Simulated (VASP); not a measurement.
# MnO (Fm-3m) in VASP: a series of runs, part 2 of 2

VASP 6.6.1. Earlier steps stand in the parts before.

## (3) Single point, LDA, collinear spin, ferromagnetic start

This run uses another cell than the first one, of 10.16 Å³/atom.

Input file INCAR:

```
PREC     = Accurate       # precision mode
ENCUT    = 520            # plane-wave cutoff, eV
EDIFF    = 1E-6           # SCF threshold, eV
ISMEAR   = -1             # smearing method
SIGMA    = 0.3            # smearing width, eV
LREAL    = F              # projectors in reciprocal space
LASPH    = T              # aspherical terms in the spheres
NELM     = 150            # most SCF steps
ALGO     = Normal         # electronic algorithm
ISIF     = 2              # what is computed and relaxed
LWAVE    = F              # write WAVECAR
LCHARG   = T              # write CHGCAR
ISPIN    = 2              # spin polarisation
MAGMOM   = 4 0            # initial moments
LORBIT   = 11             # projections on sites
LMAXMIX  = 4              # l up to which the mixer works
GGA      = CA             # functional
LELF     = T              # ELF
LVHAR    = T            
NBANDS   = 20             # bands
```

Input file KPOINTS:

```
Automatic mesh
0
Gamma
  10 10 10
```

Input file POSCAR:

```
MnO
1.0
    0.0000000000      2.1659746708      2.1659746708
    2.1659746708      0.0000000000      2.1659746708
    2.1659746708      2.1659746708      0.0000000000
Mn O
1 1
Direct
    0.0000000000      0.0000000000      0.0000000000
    0.5000000000      0.5000000000      0.5000000000
```

Potentials or basis: VASP PAW LDA potentials, release 64 (Mn_pv, O).

The run is started by

```
cat potpaw_LDA.64/Mn_pv/POTCAR potpaw_LDA.64/O/POTCAR > POTCAR
mpirun -np 1 vasp_std > vasp.out
```

Run time: 18 s. Hardware: 1 thread of Intel Xeon Platinum 8488C (Sapphire Rapids), shared host; peak memory 0.15 GiB.

It converged, with:

```
Free energy                                           : -17.9212 eV
Pressure                                              : -12.9 GPa
Net moment                                            : 4.05 μB per cell
Site moments                                          : Mn +3.72; O +0.15 μB
Valence electrons inside the program's atomic spheres : Mn 11.47; O 4.95
```

Levels at points of the mesh, in eV from the Fermi level:
Spin up:
| k point | band 9 | band 10 | band 11 | band 12 | band 13 | band 14 | band 15 | band 16 |
| --- | --- | --- | --- | --- | --- | --- | --- | --- |
| (0.00, 0.00, 0.00) | -2.95 | -2.95 | -2.41 | -2.41 | 0.07 | 14.31 | 17.05 | 17.05 |
| (0.50, 0.00, 0.00) | -1.89 | -1.48 | 0.64 | 0.64 | 3.78 | 8.46 | 12.44 | 12.44 |
| (0.50, 0.50, 0.00) | -1.90 | -1.55 | -1.55 | -1.40 | 5.72 | 8.26 | 11.02 | 14.51 |
Spin down:
| k point | band 3 | band 4 | band 5 | band 6 | band 7 | band 8 | band 9 | band 10 | band 11 | band 12 |
| --- | --- | --- | --- | --- | --- | --- | --- | --- | --- | --- |
| (0.00, 0.00, 0.00) | -45.88 | -20.33 | -3.84 | -3.84 | -3.84 | 0.02 | 0.02 | 0.02 | 0.71 | 0.71 |
| (0.50, 0.00, 0.00) | -45.89 | -19.15 | -8.20 | -5.58 | -5.58 | 1.40 | 1.40 | 1.41 | 3.33 | 3.33 |
| (0.50, 0.50, 0.00) | -45.92 | -19.24 | -7.09 | -4.88 | -4.88 | -1.67 | 1.36 | 1.76 | 1.88 | 1.88 |

Caveat: the cell stands under tension; so wide a smearing shifts energies and pressures; a cell with one magnetic atom can't hold antiferromagnetic order, which such compounds often take; semilocal functionals often make such compounds metallic where correlation or magnetic order opens a gap, which also shifts bond lengths. With open d or f shells a metallic result of LDA can be an artefact of self-interaction; +U or a hybrid may open a gap.

## (4) Single point, LDA, collinear spin, ferromagnetic start

This run uses another cell than the first one, of 10.44 Å³/atom.

Input file INCAR:

```
SYSTEM = MnO
PREC = Accurate ; ENCUT = 520
EDIFF = 1E-6 ; ISMEAR = -1
SIGMA = 0.3 ; LREAL = .False.
LASPH = .True. ; NELM = 150
ALGO = Normal ; ISIF = 2
LWAVE = .False. ; LCHARG = .True.
ISPIN = 2 ; MAGMOM = 4 0
LORBIT = 11 ; LMAXMIX = 4
LELF = .True. ; LVHAR = .True.
NBANDS = 20
```

Input file KPOINTS:

```
regular mesh
0
Gamma
  10 10 10
  0 0 0
```

Input file POSCAR:

```
MnO
1.0
    0.0000000000      2.1853147536      2.1853147536
    2.1853147536      0.0000000000      2.1853147536
    2.1853147536      2.1853147536      0.0000000000
Mn O
1 1
Direct
    0.0000000000      0.0000000000      0.0000000000
    0.5000000000      0.5000000000      0.5000000000
```

The run is started by

```
cat potpaw_LDA.64/Mn_pv/POTCAR potpaw_LDA.64/O/POTCAR > POTCAR
mpirun -np 1 vasp_std > vasp.out
```

Wall time 19 s (1 thread of Intel Xeon Platinum 8488C (Sapphire Rapids), shared host); peak memory 0.15 GiB.

It converged, with:

| Property | Result |
| --- | --- |
| Free energy | -17.8734 eV |
| Pressure | -15.5 GPa |
| Net moment | 4.14 μB per cell |
| Site moments | Mn +3.80; O +0.15 μB |
| Valence electrons inside the program's atomic spheres | Mn 11.44; O 4.94 |

Levels at points of the mesh, in eV from the Fermi level:
Spin up:
```tsv
k point	band 9	band 10	band 11	band 12	band 13	band 14	band 15	band 16
(0.00, 0.00, 0.00)	-2.93	-2.93	-2.41	-2.41	-0.08	14.23	16.80	16.80
(0.50, 0.00, 0.00)	-1.92	-1.52	0.55	0.55	3.71	8.22	12.24	12.24
(0.50, 0.50, 0.00)	-1.92	-1.59	-1.59	-1.47	5.51	8.10	10.85	14.20
```
Spin down:
```tsv
k point	band 3	band 4	band 5	band 6	band 7	band 8	band 9	band 10	band 11	band 12
(0.00, 0.00, 0.00)	-45.82	-20.08	-3.70	-3.70	-3.70	0.12	0.12	0.12	0.79	0.79
(0.50, 0.00, 0.00)	-45.83	-18.97	-7.96	-5.37	-5.37	1.44	1.44	1.44	3.30	3.30
(0.50, 0.50, 0.00)	-45.85	-19.04	-6.89	-4.72	-4.72	-1.52	1.41	1.75	1.90	1.90
```

Caveat: the cell stands under tension; so wide a smearing shifts energies and pressures; a cell with one magnetic atom can't hold antiferromagnetic order, which such compounds often take; semilocal functionals often make such compounds metallic where correlation or magnetic order opens a gap, which also shifts bond lengths. With open d or f shells a metallic result of LDA can be an artefact of self-interaction; +U or a hybrid may open a gap.

## (5) Single point, LDA, collinear spin, ferromagnetic start

This run uses another cell than the first one, of 10.71 Å³/atom.

Input file INCAR:

```
  ALGO = Normal
  EDIFF = 1E-6
  ENCUT = 520
  ISIF = 2
  ISMEAR = -1
  ISPIN = 2
  LASPH = T
  LCHARG = F
  LMAXMIX = 4
  LORBIT = 11
  LREAL = F
  LWAVE = F
  MAGMOM = 4 0
  NBANDS = 20
  NELM = 150
  PREC = Accurate
  SIGMA = 0.3
```

Input file KPOINTS:

```
k-points
0
Gamma
  10 10 10
```

Input file POSCAR:

```
MnO
1.0
    0.0000000000      2.2043184445      2.2043184445
    2.2043184445      0.0000000000      2.2043184445
    2.2043184445      2.2043184445      0.0000000000
Mn O
1 1
Direct
    0.0000000000      0.0000000000      0.0000000000
    0.5000000000      0.5000000000      0.5000000000
```

The run is started by

```
cat potpaw_LDA.64/Mn_pv/POTCAR potpaw_LDA.64/O/POTCAR > POTCAR
mpirun -np 1 vasp_std > vasp.out
```

It took 22 s on 1 thread of Intel Xeon Platinum 8488C (Sapphire Rapids), shared host; peak memory 0.15 GiB.

The run converged. Its results:

* Free energy: -17.8175 eV
* Pressure: -17.6 GPa
* Net moment: 4.23 μB per cell
* Site moments: Mn +3.87; O +0.16 μB
* Valence electrons inside the program's atomic spheres: Mn 11.41; O 4.93

Levels at points of the mesh, in eV from the Fermi level:
Spin up:
```
           k point  band 9  band 10  band 11  band 12  band 13  band 14  band 15  band 16
(0.00, 0.00, 0.00)   -2.91    -2.91    -2.40    -2.40    -0.20    14.15    16.58    16.58
(0.50, 0.00, 0.00)   -1.94    -1.55     0.47     0.47     3.64     7.99    12.06    12.06
(0.50, 0.50, 0.00)   -1.94    -1.64    -1.64    -1.54     5.31     7.96    10.69    13.91
```
Spin down:
| k point | band 5 | band 6 | band 7 | band 8 | band 9 | band 10 |
| --- | --- | --- | --- | --- | --- | --- |
| (0.00, 0.00, 0.00) | -3.57 | -3.57 | -3.57 | 0.21 | 0.21 | 0.21 |
| (0.50, 0.00, 0.00) | -7.73 | -5.18 | -5.18 | 1.47 | 1.47 | 1.47 |
| (0.50, 0.50, 0.00) | -6.69 | -4.57 | -4.57 | -1.37 | 1.46 | 1.75 |

Caveat: the cell stands under tension; so wide a smearing shifts energies and pressures; a cell with one magnetic atom can't hold antiferromagnetic order, which such compounds often take; semilocal functionals often make such compounds metallic where correlation or magnetic order opens a gap, which also shifts bond lengths.

## (6) Single point, LDA, collinear spin, ferromagnetic start

This run uses another cell than the first one, of 10.99 Å³/atom.

Input file INCAR:

```
PREC = Accurate
ENCUT = 520
EDIFF = 1E-6
ISMEAR = -1
SIGMA = 0.3
LREAL = F
LASPH = T
NELM = 150
ALGO = Normal
ISIF = 2
LWAVE = F
LCHARG = F
ISPIN = 2
MAGMOM = 4 0
LORBIT = 11
LMAXMIX = 4
GGA = CA
NBANDS = 20
```

Input file KPOINTS:

```
Automatic mesh
0
Gamma
  10 10 10
```

Input file POSCAR:

```
MnO
1.0
    0.0000000000      2.2230000000      2.2230000000
    2.2230000000      0.0000000000      2.2230000000
    2.2230000000      2.2230000000      0.0000000000
Mn O
1 1
Direct
    0.0000000000      0.0000000000      0.0000000000
    0.5000000000      0.5000000000      0.5000000000
```

Potentials or basis: VASP PAW LDA potentials, release 64 (Mn_pv, O).

The run is started by

```
cat potpaw_LDA.64/Mn_pv/POTCAR potpaw_LDA.64/O/POTCAR > POTCAR
mpirun -np 1 vasp_std > vasp.out
```

Run time: 21 s. Hardware: 1 thread of Intel Xeon Platinum 8488C (Sapphire Rapids), shared host; peak memory 0.15 GiB.

The run converged. Its results:

```yaml
Free_energy: -17.7546 eV
Pressure: -19.5 GPa
Net_moment: 4.31 μB per cell
Site_moments: Mn +3.94; O +0.16 μB
Valence_electrons_inside_the_program's_atomic_spheres: Mn 11.38; O 4.92
```

Levels at points of the mesh, in eV from the Fermi level:
Spin up:
```
           k point  band 10  band 11  band 12  band 13  band 14  band 15
(0.00, 0.00, 0.00)    -2.89    -2.40    -2.40    -0.32    14.08    16.36
(0.50, 0.00, 0.00)    -1.58     0.40     0.40     3.58     7.77    11.88
(0.50, 0.50, 0.00)    -1.68    -1.68    -1.60     5.12     7.82    10.54
```
Spin down:
| k point | band 4 | band 5 | band 6 | band 7 | band 8 | band 9 | band 10 | band 11 |
| --- | --- | --- | --- | --- | --- | --- | --- | --- |
| (0.00, 0.00, 0.00) | -19.62 | -3.45 | -3.45 | -3.45 | 0.29 | 0.29 | 0.29 | 0.60 |
| (0.50, 0.00, 0.00) | -18.62 | -7.51 | -5.00 | -5.00 | 1.50 | 1.50 | 1.50 | 3.23 |
| (0.50, 0.50, 0.00) | -18.67 | -6.50 | -4.42 | -4.42 | -1.23 | 1.50 | 1.74 | 1.93 |

Caveat: the cell stands under tension; so wide a smearing shifts energies and pressures; a cell with one magnetic atom can't hold antiferromagnetic order, which such compounds often take; semilocal functionals often make such compounds metallic where correlation or magnetic order opens a gap, which also shifts bond lengths. With open d or f shells a metallic result of LDA can be an artefact of self-interaction; +U or a hybrid may open a gap.

## (7) Summary

| cell | gap on the mesh (eV) | pressure (GPa) | moment (μB) |
| --- | --- | --- | --- |
| a = 3.035 Å, angles 60.0°, 2 atoms | none | -10.0 | 3.94 |
| a = 3.063 Å, angles 60.0°, 2 atoms | none | -12.9 | 4.05 |
| a = 3.091 Å, angles 60.0°, 2 atoms | none | -15.5 | 4.14 |
| a = 3.117 Å, angles 60.0°, 2 atoms | none | -17.6 | 4.23 |
| a = 3.144 Å, angles 60.0°, 2 atoms | none | -19.5 | 4.31 |

Alike in all rows: task single point; level LDA; potentials or basis VASP PAW LDA potentials, release 64 (Mn_pv, O); spin collinear, ferromagnetic start; k mesh 10 × 10 × 10; cutoff (eV) 520; smearing fermi-dirac 0.3 eV.

Caveats: the cell stands under tension; so wide a smearing shifts energies and pressures; a cell with one magnetic atom can't hold antiferromagnetic order, which such compounds often take; semilocal functionals often make such compounds metallic where correlation or magnetic order opens a gap, which also shifts bond lengths.

Absolute energies hang on the potentials; compare differences alone.
